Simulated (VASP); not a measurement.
Cd2Se3S:

```
CELL_PARAMETERS angstrom
4.11289 0.00000 0.00000
0.00000 4.11289 0.00000
0.00000 0.00000 9.06078
ATOMIC_POSITIONS crystal
Cd 0.00000 0.50000 0.73761
Cd 0.50000 0.00000 0.26239
Se 0.50000 0.50000 0.00000
Se 0.00000 0.50000 0.37863
Se 0.50000 0.00000 0.62137
S 0.00000 0.00000 0.00000
```

The cell was built from a structure type or drawn by symmetry, and may not be a known phase.

- Program: VASP 6.6.1
- Task: relaxation of cell and atoms
- Functional: PBE
- Potentials or basis: VASP PAW PBE potentials, release 64 (Cd, Se, S)
- Cutoff: 600 eV
- k mesh: 4 × 4 × 2
- Occupations: gaussian, width 0.1 eV
- Spin: no spin polarisation

At the start: pressure -6.1 GPa; volume 25.55 Å³/atom.

Problem. How do energy, volume and symmetry change on relaxing?

Solution. Over 13 steps the energy falls by 222.5 meV/atom and the volume is 24.40 Å³/atom (-4.5 %); space group P-4m2 (No. 115, to 0.1 Å) before and after.

The path:
```tsv
step	energy change (eV)	largest force (eV/Å)	pressure (GPa)	volume (Å³)
1	0.0000	0.8223	-6.12	153.27
2	-0.7745	0.7723	0.36	132.49
3	-0.7993	0.7210	2.24	129.07
4	-1.0593	0.3904	2.74	129.65
5	-1.1288	0.3598	3.99	129.89
6	-1.2469	0.4302	-1.47	142.98
7	-1.2541	0.4124	-0.55	140.20
8	-1.2853	0.3277	-0.30	140.99
9	-1.3202	0.1562	0.43	142.59
10	-1.3218	0.1134	0.69	143.02
11	-1.3302	0.0884	-0.62	147.91
12	-1.3315	0.0921	-0.29	146.52
13	-1.3347	0.0346	-0.08	146.39
```

Final structure:
```
CELL_PARAMETERS angstrom
3.70969 0.00000 0.00000
0.00000 3.70969 0.00000
0.00000 0.00000 10.63755
ATOMIC_POSITIONS crystal
Cd 0.00000 0.50000 0.71459
Cd 0.50000 0.00000 0.28541
Se 0.50000 0.50000 0.00000
Se 0.00000 0.50000 0.35797
Se 0.50000 0.00000 0.64203
S 0.00000 0.00000 0.00000
```

Caveat: the k points lie up to 0.42 Å⁻¹ apart in the final cell, too coarse for converged energies and pressures of a metal; a cell axis changed by over 15 % at a fixed basis, so the end point is rough.
